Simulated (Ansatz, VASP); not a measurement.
## MgH2: VASP beside Ansatz

```
CELL_PARAMETERS angstrom
0.00000 2.38369 2.38369
2.38369 0.00000 2.38369
2.38369 2.38369 0.00000
ATOMIC_POSITIONS crystal
Mg 0.00000 0.00000 0.00000
H 0.25000 0.25000 0.25000
H 0.75000 0.75000 0.75000
```

Alike in both runs: task relaxation of cell and atoms; functional PBE; k mesh 16 × 16 × 16; occupations gaussian, width 0.1 eV; no spin polarisation.

```csv
,VASP,Ansatz
version,VASP 6.6.1,Ansatz 0.2.0
potentials or method,"VASP PAW PBE potentials, release 64 (Mg, H), cutoff 600 eV","scalar-relativistic, plane waves, PAW"
valence electrons in the cell,4,12
```

|  | VASP | Ansatz | Ansatz less VASP |
| --- | --- | --- | --- |
| gap on the k mesh at the Fermi level, each at its own relaxed structure (eV) | none | none | - |
| relaxed volume (Å³/atom) | 8.94 | 8.98 | +0.041 |
| relaxed length of the cell vector where the two differ most in proportion (Å) | 3.360 | 3.365 | +0.0052 |

A gap of «none» marks a metal or a gap that the smearing closes. VASP's potentials hold 4 valence electrons a cell and Ansatz's 12, so a difference there can come from the potentials and not from the codes.
